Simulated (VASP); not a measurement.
Input of a VASP 6.6.1 run:

The input INCAR:

```
SYSTEM = LiH
PREC = Accurate
ENCUT = 520
EDIFF = 1E-7
ISMEAR = 0
SIGMA = 0.05
LREAL = .FALSE.
LASPH = .TRUE.
NELM = 100
ALGO = Normal
ISIF = 2
LWAVE = .FALSE.
LCHARG = .TRUE.
GGA = CA
LELF = .TRUE.
LVHAR = .TRUE.
NBANDS = 9
```

File KPOINTS:

```
regular mesh
0
G
  10 10 10
  0 0 0
```

File POSCAR:

```
LiH
1.0
    0.0000000000      1.8699000000      2.1951000000
    1.8699000000      0.0000000000      2.1951000000
    1.8699000000      1.8699000000      0.0000000000
Li H
1 1
Direct
    0.0000000000      0.0000000000      0.0000000000
    0.5000000000      0.5000000000      0.5000000000
```

Potentials or basis: VASP PAW LDA potentials, release 64 (Li_sv, H).

Command:

```bash
$ cat potpaw_LDA.64/Li_sv/POTCAR potpaw_LDA.64/H/POTCAR > POTCAR
$ mpirun -np 1 vasp_std > vasp.out
```

Q: Estimate the band gap on the k mesh.

A: 0.85 eV, indirect (least direct gap 2.19 eV).

Caveat: the cell differs from its parent crystal (strain -0.080 along x and y, +0.080 along z). A k mesh can miss the band edges.
